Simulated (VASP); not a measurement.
# GeW (WC type) (P-6m2) in VASP: a series of runs, part 2 of 2

VASP 6.6.1.

**3. Relaxation of cell and atoms, PBE, target pressure 520 GPa, at which the enthalpy is minimised**

This run uses another cell than the first one, of 8.60 Å³/atom.

File INCAR:

```
PREC     = Accurate       # precision mode
ENCUT    = 600            # plane-wave cutoff, eV
EDIFF    = 1E-6           # SCF threshold, eV
ISMEAR   = -1             # smearing method
SIGMA    = 0.05           # smearing width, eV
LREAL    = F              # projectors in reciprocal space
LASPH    = T              # aspherical terms in the spheres
NELM     = 100            # most SCF steps
ALGO     = Normal         # electronic algorithm
ISIF     = 3              # what is computed and relaxed
LWAVE    = F              # write WAVECAR
LCHARG   = F              # write CHGCAR
GGA      = PE             # functional
IBRION   = 2              # ionic algorithm
NSW      = 60             # ionic steps
EDIFFG   = -0.005         # ionic threshold
PSTRESS  = 5200.0
```

File KPOINTS:

```
Automatic mesh
0
Gamma
  16 16 14
```

File POSCAR:

```
GeW
1.0
    2.7266271822      0.0000000000      0.0000000000
   -1.3633135911      2.3613284064      0.0000000000
    0.0000000000      0.0000000000      2.6720946386
W Ge
1 1
Direct
    0.0000000000      0.0000000000      0.0000000000
    0.3333333333      0.6666666667      0.5000000000
```

Potentials or basis: VASP PAW PBE potentials, release 64 (W_sv, Ge_d).

Command:

```bash
cat potpaw_PBE.64/W_sv/POTCAR potpaw_PBE.64/Ge_d/POTCAR > POTCAR
mpirun -np 1 vasp_std > vasp.out
```

OUTCAR:

```text
PREC = Accurate
   ENCUT = 600
   EDIFF = 1E-6
   ISMEAR = -1
   LREAL = F
   LASPH = T
   NELM = 100
   ISIF = 3
   GGA = PE
   IBRION = 2
   NSW = 60
   EDIFFG = -0.005
   PSTRESS = 5200.0

 ion  position               nearest neighbor table
   1  0.000  0.000  0.000-   2 2.06   2 2.06   2 2.06   2 2.06   2 2.06   2 2.06
   2  0.333  0.667  0.500-   1 2.06   1 2.06   1 2.06   1 2.06   1 2.06   1 2.06

  LATTYP: Found a hexagonal cell.
 ALAT       =     2.7266271822
 C/A-ratio  =     0.9800000000

  Lattice vectors:

 A1 = (   2.7266271822,   0.0000000000,   0.0000000000)
 A2 = (  -1.3633135911,   2.3613284064,   0.0000000000)
 A3 = (   0.0000000000,   0.0000000000,   2.6720946386)

Analysis of symmetry for initial positions (statically):
=====================================================================
 Subroutine PRICEL returns:
 Original cell was already a primitive cell.

 Routine SETGRP: Setting up the symmetry group for a
 hexagonal supercell.

 Subroutine GETGRP returns: Found 12 space group operations
 (whereof 12 operations were pure point group operations)
 out of a pool of 24 trial point group operations.

The static configuration has the point symmetry D_3h.

Analysis of symmetry for dynamics (positions and initial velocities):
=====================================================================
 Subroutine PRICEL returns:
 Original cell was already a primitive cell.

 Routine SETGRP: Setting up the symmetry group for a
 hexagonal supercell.

 Subroutine GETGRP returns: Found 12 space group operations
 (whereof 12 operations were pure point group operations)
 out of a pool of 24 trial point group operations.

The dynamic configuration has the point symmetry D_3h.

 Subroutine INISYM returns: Found 12 space group operations
[... 131 lines left out ...]
  volume of cell :       17.20
 maximum number of plane-waves:       599
 NGX is ok and might be reduce to    24
   NGX = 11   NGY = 11   NGZ = 11

--------------------------------------- Ionic step        1  -------------------------------------------

 number of electron      28.0000002 magnetization

 Free energy of the ion-electron system (eV)
  ---------------------------------------------------
  ext. energy  EPLUGINS =         0.00000000
  ---------------------------------------------------
  free energy    TOTEN  =        -1.81572589 eV

  energy without entropy =       -1.81247249  energy(sigma->0) =       -1.81409919

------------------------ aborting loop because EDIFF is reached ----------------------------------------

  FORCE on cell =-STRESS in cart. coord.  units (eV):
  Direction    XX          YY          ZZ          XY          YZ          ZX
  --------------------------------------------------------------------------------------
  -------------------------------------------------------------------------------------
  Total       51.7363168     51.7363168     71.4604802      0.0000000     -0.0000000      0.0000000
  in kB     4818.0588692   4818.0588690   6654.9151957      0.0000000     -0.0000000      0.0000000
  external PRESSURE =     230.3443113 kB  Pullay stress =    5200.0000000 kB
[... 97 lines left out ...]
  energy  without entropy=       -7.9097741973  energy(sigma->0) =       -7.91200235

  enthalpy is  TOTEN    =        52.6223009180 eV   P V=       60.5365314292

[... ionic steps 4 to 18 ...]

--------------------------------------- Ionic step       19  -------------------------------------------

 number of electron      27.9999993 magnetization

------------------------ aborting loop because EDIFF is reached ----------------------------------------
[... 71 lines left out ...]
--------------------------------------- Ionic step       21  -------------------------------------------

 number of electron      27.9999993 magnetization

 Free energy of the ion-electron system (eV)
  ---------------------------------------------------
  ext. energy  EPLUGINS =         0.00000000
  ---------------------------------------------------
  free energy    TOTEN  =        -3.04762828 eV

  energy without entropy =       -3.04194349  energy(sigma->0) =       -3.04478588

 E-fermi :  21.5851     XC(G=0): -16.9310

 val. band max:       21.5785088171   @ k =   0.3125   0.0000   0.3571
 cond. band min:      21.6278374629   @ k =   0.1875   0.0000   0.2857
 fundamental gap:      0.0493286458
 Fermi energy:        21.5850859114

 k-point     1 :       0.0000    0.0000    0.0000
  band No.  band energies     occupation
      1     -52.5677      2.00000
      2     -18.0955      2.00000
      3     -14.7951      2.00000
      4     -14.7951      2.00000
      5      -5.3852      2.00000
      6      -5.1256      2.00000
[... 481 lines left out ...]
      5      -5.2845      2.00000
      6      -5.0955      2.00000
[... 10 lines left out ...]
     17      31.8362      0.00000
     18      32.4378      0.00000

 [... further k-points ...]

------------------------ aborting loop because EDIFF is reached ----------------------------------------

  FORCE on cell =-STRESS in cart. coord.  units (eV):
  Direction    XX          YY          ZZ          XY          YZ          ZX
  --------------------------------------------------------------------------------------
  -------------------------------------------------------------------------------------
  Total       54.1643044     54.1643044     54.1658346     -0.0000000     -0.0000000     -0.0000000
  in kB     5199.5750683   5199.5750669   5199.7219632     -0.0000000     -0.0000000     -0.0000000
  external PRESSURE =      -0.3759672 kB  Pullay stress =    5200.0000000 kB
[... 21 lines left out ...]
  energy  without entropy=       -3.0419434881  energy(sigma->0) =       -3.04478588

  enthalpy is  TOTEN    =        51.1211026805 eV   P V=       54.1687309594

 reached required accuracy - stopping structural energy minimisation
```

OSZICAR:

```text
N       E                     dE             d eps       ncg     rms          rms(c)
DAV:   1     0.207415526470E+03    0.20742E+03   -0.15437E+04  9914   0.451E+03
DAV:   2     0.101447886682E+02   -0.19727E+03   -0.19281E+03  8724   0.605E+02
DAV:   3    -0.259253564870E+01   -0.12737E+02   -0.12517E+02  9430   0.124E+02
DAV:   4    -0.277861973612E+01   -0.18608E+00   -0.18567E+00  9748   0.146E+01
[... 156 lines left out ...]
DAV:   1    -0.304868164156E+01    0.13376E-02   -0.61677E-06  9920   0.449E-02    0.723E-03
DAV:   2    -0.304868140895E+01    0.23262E-06   -0.25507E-07  4534   0.121E-02
  20 F= 0.51121103E+02 E0= 0.51123945E+02  d E =-.611953E-06
       N       E                     dE             d eps       ncg     rms          rms(c)
DAV:   1    -0.304762838349E+01    0.10533E-02   -0.29600E-06  7108   0.326E-02    0.339E-03
DAV:   2    -0.304762827885E+01    0.10464E-06   -0.26458E-07  4468   0.113E-02
  21 F= 0.51121103E+02 E0= 0.51123945E+02  d E =-.700048E-06
```

Wall time 4.7 min (1 thread of Intel Xeon 6975P-C (Granite Rapids), shared host); peak memory 0.26 GiB.

Results:

- Free energy: -3.0476 eV
- Relaxed volume: 8.34 Å³/atom
- Relaxed cell: a = 2.361 Å, b = 2.361 Å, c = 3.458 Å, α = 90.00°, β = 90.00°, γ = 120.00°
- Space group after relaxing (to 0.1 Å): P-6m2 (No. 187)
- Energy change on relaxing (the run minimises the enthalpy): -616.0 meV/atom
- Ionic steps: 21
- Pressure after relaxing: 520.0 GPa
- Band gap on the k mesh: zero (bands 14 and 15 overlap by 4.15 eV)

Step by step:
```tsv
step	energy change (eV)	largest force (eV/Å)	pressure (GPa)	volume (Å³)
1	0.0000	0.0000	543.03	17.20
2	-7.5097	0.0000	297.51	19.23
3	-6.0985	0.0000	355.60	18.65
4	-5.0983	0.0000	387.29	18.08
5	-4.2577	0.0000	411.87	17.74
6	-1.6091	0.0000	485.47	16.98
7	-3.8420	0.0000	424.02	17.59
8	-2.2905	0.0000	482.38	17.03
9	-1.6217	0.0000	507.51	16.81
10	-1.5174	0.0000	511.28	16.78
11	-1.4383	0.0000	513.70	16.76
12	-1.1895	0.0000	521.05	16.68
13	-1.2277	0.0000	520.19	16.69
14	-1.2217	0.0000	520.41	16.69
15	-1.2322	0.0000	519.82	16.69
16	-1.2279	0.0000	520.13	16.69
17	-1.2308	0.0000	520.08	16.69
18	-1.2396	0.0000	519.68	16.69
19	-1.2343	0.0000	519.88	16.69
20	-1.2330	0.0000	519.89	16.69
21	-1.2319	0.0000	519.96	16.69
```

Final structure:
```cif
data_structure
_symmetry_space_group_name_H-M 'P 1'
_symmetry_Int_Tables_number 1
_cell_length_a 2.3606
_cell_length_b 2.3606
_cell_length_c 3.4585
_cell_angle_alpha 90.000
_cell_angle_beta 90.000
_cell_angle_gamma 120.000
_cell_volume 16.69
loop_
_atom_site_label
_atom_site_type_symbol
_atom_site_fract_x
_atom_site_fract_y
_atom_site_fract_z
_atom_site_occupancy
W1 W 0.00000 0.00000 0.00000 1
Ge1 Ge 0.33333 0.66667 0.50000 1
```

Caveat: the cell is relaxed towards a set pressure, so the run minimises the enthalpy, not the energy; a cell axis changed by over 15 % at a fixed basis, so the end point is rough; spin-orbit coupling is left out, which moves the levels of the heavy elements.
